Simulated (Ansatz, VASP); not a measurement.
**Two plane-wave programs on ZnS**

File POSCAR:

```
ZnS
1.0
    3.8068031196      0.0000000000      0.0000000000
   -1.9034015598      3.2967882088      0.0000000000
    0.0000000000      0.0000000000      6.2465812868
Zn S
2 2
Direct
    0.3333333333      0.6666666667     -0.0090705607
    0.6666666667      0.3333333333      0.4909294393
    0.3333333333      0.6666666667      0.3840705607
    0.6666666667      0.3333333333      0.8840705607
```

File INCAR.step1:

```
SYSTEM = ZnS
PREC = Accurate ; ENCUT = 520
ISMEAR = 0 ; SIGMA = 0.01
LREAL = .False. ; LASPH = .True.
NELM = 60 ; NBANDS = 26
GGA = PE ; ALGO = Normal
EDIFF = 1E-4 ; LWAVE = .True.
LCHARG = .False.
```

File INCAR.step2:

```
SYSTEM = ZnS
PREC = Accurate ; ENCUT = 520
EDIFF = 1E-7 ; ISMEAR = 0
SIGMA = 0.01 ; LREAL = .False.
LASPH = .True. ; NELM = 60
ALGO = Normal ; ISIF = 2
LWAVE = .False. ; LCHARG = .False.
METAGGA = R2SCAN ; LMIXTAU = .True.
NBANDS = 26 ; ISTART = 1
```

KPOINTS

```
Automatic mesh
0
Gamma
  9 9 6
  0 0 0
```

Input for Ansatz:

```yaml
crystal:
  lattice:
    - [3.8068031196, 0.0, 0.0]
    - [-1.9034015598, 3.2967882088, 0.0]
    - [0.0, 0.0, 6.2465812868]
  atoms:
    - { symbol: Zn, position: [0.3333333333, 0.6666666667, -0.0090705607] }
    - { symbol: Zn, position: [0.6666666667, 0.3333333333, 0.4909294393] }
    - { symbol: S, position: [0.3333333333, 0.6666666667, 0.3840705607] }
    - { symbol: S, position: [0.6666666667, 0.3333333333, 0.8840705607] }
basis:
  ecutwfc: 600.0
  xc_grid: 2
kpoints:
  mp_grid: { grid: [9, 9, 6] }
hamiltonian:
  xc: r2scan
  pseudopotentials: { kind: paw, azcp: { folder: soft_1 } }
scf:
  occupations: { method: fixed }
output:
  forces: true
  stress: true
  eigenvalues: true
  polarization: {}
```

Change from the starting cell: polar distortion scaled by 0.85.

Alike in both runs: task single point; functional r2SCAN; k mesh 9 × 9 × 6; no spin polarisation.

|  | VASP | Ansatz |
| --- | --- | --- |
| version | VASP 6.6.1 | Ansatz 0.2.0 |
| potentials or method | VASP PAW PBE potentials, release 64 (Zn, S), cutoff 520 eV | scalar-relativistic, plane waves, PAW |
| occupations | gaussian, width 0.01 eV | fixed |
| valence electrons in the cell | 36 | 36 |

```tsv
	VASP	Ansatz	Ansatz less VASP
gap on the k mesh at the Fermi level (eV)	2.83	2.82	-0.011
least direct gap on the mesh (eV)	2.83	2.82	-0.011
pressure (GPa)	0.5	0.5	0.00
traceless stress, the component that is largest in VASP (GPa)	-2.49	-2.42	+0.067
rms of the force components (eV/Å)	0.297	0.295	-0.0024
```

VASP's potentials were made for PBE, not for r2SCAN. Atom by atom the forces differ by 0.002 eV/Å (rms over components).
